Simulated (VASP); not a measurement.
KI:

```xyz
4
Lattice="2.5770 -4.4630 0.0000 2.5770 4.4630 0.0000 0.0000 0.0000 8.5908" Properties=species:S:1:pos:R:3 pbc="T T T"
K     2.5770    0.0000    4.2954
K     2.5770    0.0000    0.0000
I     2.5770   -2.9759    2.1477
I     2.5770    2.9759    6.4431
```

This cell differs from its parent crystal: biaxial xy strain +5.2%.

Base run:

* Program: VASP 6.6.1
* Functional: PBE
* Potentials or basis: VASP PAW PBE potentials, release 64 (K_sv, I)
* Cutoff: 520 eV
* k mesh: 6 × 6 × 4
* Occupations: fermi-dirac, width 0.02 eV
* Spin: no spin polarisation

Its results: band gap on the k mesh 3.70 eV; pressure -0.5 GPa.

Question: The run is repeated on the same cell with these changes: functional from PBE to r2SCAN; occupations from fermi-dirac, width 0.02 eV to gaussian, width 0.01 eV. What comes out?

Answer: Band gap on the k mesh 4.33 eV; pressure -0.9 GPa.

Caveats: spin-orbit coupling is left out, which moves the levels of the heavy elements; the PAW data sets were made with another functional, which shifts forces and pressure a little (at least some runs).

A k mesh can miss the band edges.
